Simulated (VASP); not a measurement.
# Rb (I4/mmm) in VASP: single point with PBE

Aim: the single point of Rb with PBE.

All numbers are computed with VASP 6.6.1; they aren't measurements. Logs are shortened: lines on timing, memory, paths and dates and some standing lists are left out, and cuts for length are marked.

**1. The cell of the first run**

Symmetry: I4/mmm, No. 139, tetragonal system. Conventional cell: a = 5.784 Å, b = 5.784 Å, c = 5.603 Å, α = 90.00°, β = 90.00°, γ = 90.00°.

**2. Single point, PBE (biaxial strain in the a-b plane: +2.0 %)**

Contents of INCAR:

```
PREC = Accurate
ENCUT = 520
EDIFF = 1E-6
ISMEAR = 0
SIGMA = 0.1
LREAL = False
LASPH = True
NELM = 100
ALGO = Fast
ISIF = 2
LWAVE = False
LCHARG = False
GGA = PE
NBANDS = 16
```

Contents of KPOINTS:

```
regular mesh
0
Gamma
  10 10 10
```

Contents of POSCAR:

```
Rb
1.0
    5.7839722990      0.0000000000      0.0000000000
    0.0000000000      5.7839722990      0.0000000000
    0.0000000000      0.0000000000      5.6025143445
Rb
2
Direct
    0.0000000000      0.0000000000      0.0000000000
    0.5000000000      0.5000000000      0.5000000000
```

Potentials or basis: VASP PAW PBE potentials, release 64 (Rb_sv).

Launch:

```sh
> cat potpaw_PBE.64/Rb_sv/POTCAR > POTCAR
> mpirun -np 1 vasp_std > vasp.out
```

OUTCAR:

```text
PREC = Accurate
   ENCUT = 520
   EDIFF = 1E-6
   ISMEAR = 0
   LREAL = False
   LASPH = True
   NELM = 100
   ISIF = 2
   GGA = PE

 ion  position               nearest neighbor table
   1  0.000  0.000  0.000-   2 4.96   2 4.96   2 4.96   2 4.96   2 4.96   2 4.96   2 4.96   2 4.96

   2  0.500  0.500  0.500-   1 4.96   1 4.96   1 4.96   1 4.96   1 4.96   1 4.96   1 4.96   1 4.96

  LATTYP: Found a simple tetragonal cell.
 ALAT       =     5.7839722990
 C/A-ratio  =     0.9686274510

  Lattice vectors:

 A1 = (   5.7839722990,   0.0000000000,   0.0000000000)
 A2 = (   0.0000000000,   5.7839722990,   0.0000000000)
 A3 = (   0.0000000000,   0.0000000000,   5.6025143445)

Analysis of symmetry for initial positions (statically):
=====================================================================
 Subroutine PRICEL returns following result:

  LATTYP: Found a body centered tetragonal cell.
 ALAT       =     5.7839722990
 C/A-ratio  =     0.9686274510

  Lattice vectors:

 A1 = (  -2.8919861495,  -2.8919861495,  -2.8012571722)
 A2 = (   2.8919861495,   2.8919861495,  -2.8012571723)
 A3 = (   2.8919861495,  -2.8919861495,   2.8012571722)

   2 primitive cells build up your supercell.

 Routine SETGRP: Setting up the symmetry group for a
 simple tetragonal supercell.

 Subroutine GETGRP returns: Found 16 space group operations
 (whereof 16 operations were pure point group operations)
 out of a pool of 16 trial point group operations.

The static configuration has the point symmetry D_4h.

Analysis of symmetry for dynamics (positions and initial velocities):
=====================================================================
 Subroutine PRICEL returns following result:

  LATTYP: Found a body centered tetragonal cell.
 ALAT       =     5.7839722990
 C/A-ratio  =     0.9686274510

  Lattice vectors:

 A1 = (  -2.8919861495,  -2.8919861495,  -2.8012571722)
 A2 = (   2.8919861495,   2.8919861495,  -2.8012571723)
 A3 = (   2.8919861495,  -2.8919861495,   2.8012571722)

   2 primitive cells build up your supercell.

 Routine SETGRP: Setting up the symmetry group for a
 simple tetragonal supercell.

 Subroutine GETGRP returns: Found 16 space group operations
 (whereof 16 operations were pure point group operations)
 out of a pool of 16 trial point group operations.

The dynamic configuration has the point symmetry D_4h.

 Subroutine INISYM returns: Found 16 space group operations
 (whereof 16 operations are pure point group operations),
 and found     2 'primitive' translations

----------------------------------------------------------------------------------------

                                     Primitive cell

  volume of cell :      93.7142

  direct lattice vectors                    reciprocal lattice vectors
    -2.891986150 -2.891986150 -2.801257172     0.000000000 -0.172891561 -0.178491288
     2.891986150  2.891986150 -2.801257172     0.172891561  0.000000000 -0.178491288
     2.891986150 -2.891986149  2.801257172     0.172891561 -0.172891561  0.000000000

  length of vectors
     4.957238094  4.957238094  4.957238094     0.248496744  0.248496744  0.244505590

  position of ions in fractional coordinates (direct lattice)
     0.000000000  0.000000000  0.000000000

  ion indices of the primitive-cell ions
   primitive index   ion index
                 1           1

----------------------------------------------------------------------------------------

 KPOINTS: regular mesh

Automatic generation of k-mesh.
 Grid dimensions read from file:
 generate k-points for:   10   10   10

 Generating k-lattice:

  Cartesian coordinates                     Fractional coordinates (reciprocal lattice)
     0.017289156  0.000000000  0.000000000     0.100000000  0.000000000  0.000000000
     0.000000000  0.017289156  0.000000000     0.000000000  0.100000000  0.000000000
     0.000000000  0.000000000  0.017849129     0.000000000  0.000000000  0.100000000

  Length of vectors
     0.017289156  0.017289156  0.017849129

  Shift w.r.t. Gamma in fractional coordinates (k-lattice)
     0.000000000  0.000000000  0.000000000

 Subroutine IBZKPT returns following result:
 ===========================================

 Found    126 irreducible k-points:

 Following reciprocal coordinates:
            Coordinates               Weight
  0.000000  0.000000  0.000000      1.000000
  0.100000  0.000000  0.000000      4.000000
  0.200000  0.000000  0.000000      4.000000
  0.300000  0.000000  0.000000      4.000000
  0.400000  0.000000  0.000000      4.000000
  0.500000  0.000000  0.000000      2.000000
[... 16 lines left out ...]
  0.100000  0.000000  0.100000      8.000000
  0.200000  0.000000  0.100000      8.000000
 [... further k-points ...]
   k-points           NKPTS =    126   k-points in BZ     NKDIM =    126   number of bands    NBANDS=     16
   number of dos      NEDOS =    301   number of ions     NIONS =      2
   total plane-waves  NPLWV =  96768
   dimension x,y,z NGX =    48 NGY =   48 NGZ =   42
   dimension x,y,z NGXF=    96 NGYF=   96 NGZF=   84
   ions per type =               2
   NGX,Y,Z   is equivalent  to a cutoff of  13.80, 13.80, 12.46 a.u.
   NGXF,Y,Z  is equivalent  to a cutoff of  27.59, 27.59, 24.93 a.u.
 SYSTEM =  unknown system
   PREC   = accura    normal or accurate (medium, high low for compatibility)
   ISTART =      0    job   : 0-new  1-cont  2-samecut
   ICHARG =      2    charge: 1-file 2-atom 10-const
   ISPIN  =      1    spin polarized calculation?
   LNONCOLLINEAR =      F non collinear calculations
   LSORBIT =      F    spin-orbit coupling
   LASPH  =      T    aspherical Exc in radial PAW
   ENCUT  =  520.0 eV  38.22 Ry    6.18 a.u.  10.75 10.75 10.42*2*pi/ulx,y,z
   NELM   =    100;   NELMIN=  2; NELMDL= -5     # of ELM steps
   EDIFF  = 0.1E-05   stopping-criterion for ELM
   LREAL  =      F    real-space projection
   EDIFFG = 0.1E-04   stopping-criterion for IOM
   NSW    =      0    number of steps for IOM
   IBRION =     -1    ionic relax: 0-MD 1-quasi-New 2-CG
   NFREE  =      0    steps in history (QN), initial steepest desc. (CG)
   ISIF   =      2    stress and relaxation
   ISYM   =      2    0-nonsym 1-usesym 2-fastsym
   POTIM  = 0.5000    time-step for ionic-motion
   TEBEG  =    0.0;   TEEND  =   0.0 temperature during run
   PSTRESS=    0.0 pullay stress
   NELECT =      18.0000    total number of electrons
   NUPDOWN=      -1.0000    fix difference up-down
   EMIN   =  10.00;   EMAX   =-10.00  energy-range for DOS
   EFERMI =   0.00;   METHOD = LEGACY
   ISMEAR =     0;   SIGMA  =   0.10  broadening in eV -4-tet -1-fermi 0-gaus
   EFERMI_NEDOS =   21; number of points for ismear=-14 and -15
   IALGO  =     68    algorithm
   IMIX   =      4    mixing-type and parameters
     AMIX     =   0.40;   BMIX     =  1.00
     AMIX_MAG =   1.60;   BMIX_MAG =  1.00
  volume/ion in A,a.u.               =      93.71       632.41
  Fermi-wavevector in a.u.,A,eV,Ry     =   0.749699  1.416727  7.647145  0.562049
  Thomas-Fermi vector in A             =   1.846280
   LORBIT       =      0    0 simple, 1 ext, 2 COOP (PROOUT), +10 PAW based schemes
   GGA     = PE    functional components
   LHFCALC =     F    Hartree Fock is set to
   AEXX    =    0.0000 exact exchange contribution
   IVDW    =     0    specifies the selected vdW correction
   LEPSILON=     F    determine dielectric tensor
   LRPA    =     F    only Hartree local field effects (RPA)
 non-spin polarized calculation
 RMM-DIIS sequential band-by-band and
 Gauss-broadening in eV      SIGMA  =   0.10
  energy-cutoff  :      520.00
  volume of cell :      187.43
 maximum number of plane-waves:      5096
 NGX is ok and might be reduce to    48
   NGX = 21   NGY = 21   NGZ = 21

 number of electron      18.0000000 magnetization

 Free energy of the ion-electron system (eV)
  ---------------------------------------------------
  ext. energy  EPLUGINS =         0.00000000
  ---------------------------------------------------
  free energy    TOTEN  =        -1.87471455 eV

  energy without entropy =       -1.86541759  energy(sigma->0) =       -1.87006607

 E-fermi :  -0.0412     XC(G=0):  -5.3963

 val. band max:       -0.0663701616   @ k =   0.5000   0.2000   0.3000
 cond. band min:      -0.0288947520   @ k =   0.1000   0.0000   0.4000
 fundamental gap:      0.0374754096
 Fermi energy:        -0.0412312434

 k-point     1 :       0.0000    0.0000    0.0000
  band No.  band energies     occupation
      1     -28.9716      2.00000
      2     -28.9651      2.00000
      3     -13.0803      2.00000
      4     -13.0803      2.00000
      5     -13.0749      2.00000
      6     -13.0165      2.00000
[... 8 lines left out ...]
     15       3.4962      0.00000
     16       3.6550      0.00000

 k-point     2 :       0.1000    0.0000    0.0000
  band No.  band energies     occupation
      1     -28.9714      2.00000
      2     -28.9653      2.00000
      3     -13.0799      2.00000
      4     -13.0787      2.00000
      5     -13.0734      2.00000
      6     -13.0193      2.00000
[... 8 lines left out ...]
     15       3.4315      0.00000
     16       3.6052      0.00000

 k-point     3 :       0.2000    0.0000    0.0000
  band No.  band energies     occupation
      1     -28.9709      2.00000
      2     -28.9657      2.00000
      3     -13.0784      2.00000
      4     -13.0739      2.00000
      5     -13.0690      2.00000
      6     -13.0269      2.00000
[... 8 lines left out ...]
     15       3.2808      0.00000
     16       3.4505      0.00000

 k-point     4 :       0.3000    0.0000    0.0000
  band No.  band energies     occupation
      1     -28.9702      2.00000
      2     -28.9664      2.00000
      3     -13.0751      2.00000
      4     -13.0667      2.00000
      5     -13.0623      2.00000
      6     -13.0378      2.00000
[... 8 lines left out ...]
     15       3.1691      0.00000
     16       3.2181      0.00000
[... 324 lines left out ...]
 k-point    22 :       0.0000    0.0000    0.1000
  band No.  band energies     occupation
      1     -28.9714      2.00000
      2     -28.9653      2.00000
      3     -13.0786      2.00000
      4     -13.0786      2.00000
      5     -13.0751      2.00000
      6     -13.0196      2.00000
[... 8 lines left out ...]
     15       3.5337      0.00000
     16       3.5720      0.00000

 k-point    23 :       0.1000    0.0000    0.1000
  band No.  band energies     occupation
      1     -28.9713      2.00000
      2     -28.9654      2.00000
      3     -13.0806      2.00000
      4     -13.0771      2.00000
      5     -13.0713      2.00000
      6     -13.0249      2.00000
[... 8 lines left out ...]
     15       3.3970      0.00000
     16       3.4554      0.00000

 k-point    24 :       0.2000    0.0000    0.1000
  band No.  band energies     occupation
      1     -28.9708      2.00000
      2     -28.9658      2.00000
      3     -13.0817      2.00000
      4     -13.0726      2.00000
      5     -13.0647      2.00000
      6     -13.0344      2.00000
[... 8 lines left out ...]
     15       3.2151      0.00000
     16       3.5505      0.00000

 [... further k-points ...]
[... 5 lines left out ...]
  --------------------------------------------------------------------------------------
  -------------------------------------------------------------------------------------
  Total       -0.0885033     -0.0885033     -0.0929846      0.0000000     -0.0000000      0.0000000
  in kB       -0.7565452     -0.7565452     -0.7948520      0.0000000     -0.0000000      0.0000000
  external PRESSURE =      -0.7693141 kB  Pullay stress =       0.0000000 kB

 VOLUME and BASIS-vectors are now :
 -----------------------------------------------------------------------------
  energy-cutoff  :      520.00
  volume of cell :      187.43
      direct lattice vectors                 reciprocal lattice vectors
     5.783972299  0.000000000  0.000000000     0.172891561  0.000000000  0.000000000
     0.000000000  5.783972299  0.000000000     0.000000000  0.172891561  0.000000000
     0.000000000  0.000000000  5.602514345     0.000000000  0.000000000  0.178491288

 POSITION                                       TOTAL-FORCE (eV/Angst)
 -----------------------------------------------------------------------------------
      0.00000      0.00000      0.00000         0.000000      0.000000     -0.000000
      2.89199      2.89199      2.80126        -0.000000     -0.000000      0.000000
 -----------------------------------------------------------------------------------
    total drift:                                0.000000     -0.000000     -0.000000

  FREE ENERGIE OF THE ION-ELECTRON SYSTEM (eV)
  ---------------------------------------------------
  free  energy   TOTEN  =        -1.8747145460 eV

  energy  without entropy=       -1.8654175925  energy(sigma->0) =       -1.87006607
```

Run time: 7.9 min. Hardware: 1 thread of Intel Xeon 8259CL, shared host; peak memory 0.49 GiB.

Results:

* Free energy: -1.8747 eV
* Pressure: -0.1 GPa
* Band gap on the k mesh: zero (bands 9 and 10 overlap by 1.90 eV)

Caveat: the cell differs from its parent crystal (biaxial strain in the a-b plane: +2.0 %).

The gap in the log of VASP goes by the Fermi energy; the results here count the filled bands.